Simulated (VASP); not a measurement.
Set up this calculation in VASP 6.6.1, as the native input.

```yaml
Task: relaxation of cell and atoms
Functional: PBE
Potentials_or_basis: VASP PAW PBE potentials, release 64 (Al)
Cutoff: 600 eV
k_mesh: 12 × 12 × 12
Occupations: methfessel-paxton, width 0.4 eV
Spin: no spin polarisation
Dipole_correction: no
Further_INCAR_settings: ALGO = Normal; EDIFF = 1e-06; IBRION = 2; EDIFFG = -0.005; NSW = 60; ISIF = 3
```

The structure of Al lies in POSCAR:

```
Al
1.0
    0.0000000000      2.0250000000      2.0250000000
    2.0250000000      0.0000000000      2.0250000000
    2.0250000000      2.0250000000      0.0000000000
Al
1
Direct
    0.0000000000      0.0000000000      0.0000000000
```

These files were run (other wordings do the same):

INCAR

```
SYSTEM = Al
ALGO = Normal
EDIFF = 1E-6
EDIFFG = -0.005
ENCUT = 600
GGA = PE
IBRION = 2
ISIF = 3
ISMEAR = 1
LASPH = .TRUE.
LCHARG = .FALSE.
LREAL = .FALSE.
LWAVE = .FALSE.
NELM = 80
NSW = 60
PREC = Accurate
SIGMA = 0.4
```

KPOINTS

```
k-points
0
G
  12 12 12
  0 0 0
```

Potentials or basis: VASP PAW PBE potentials, release 64 (Al).

Launch:

```sh
$ cat potpaw_PBE.64/Al/POTCAR > POTCAR
$ mpirun -np 1 vasp_std > vasp.out
```

It gave:

```
Relaxed volume                         : 16.50 Å³/atom
Relaxed cell                           : a = 2.858 Å, b = 2.858 Å, c = 2.858 Å, α = 60.00°, β = 60.00°, γ = 60.00°
Space group after relaxing (to 0.05 Å) : Fm-3m (No. 225)
Energy gained by relaxing              : 0.2 meV/atom
Ionic steps                            : 3
Pressure after relaxing                : 0.0 GPa
```

Run time: 7.7 s on 1 thread of Intel Xeon 6975P-C (shared host), peak memory 0.14 GiB.
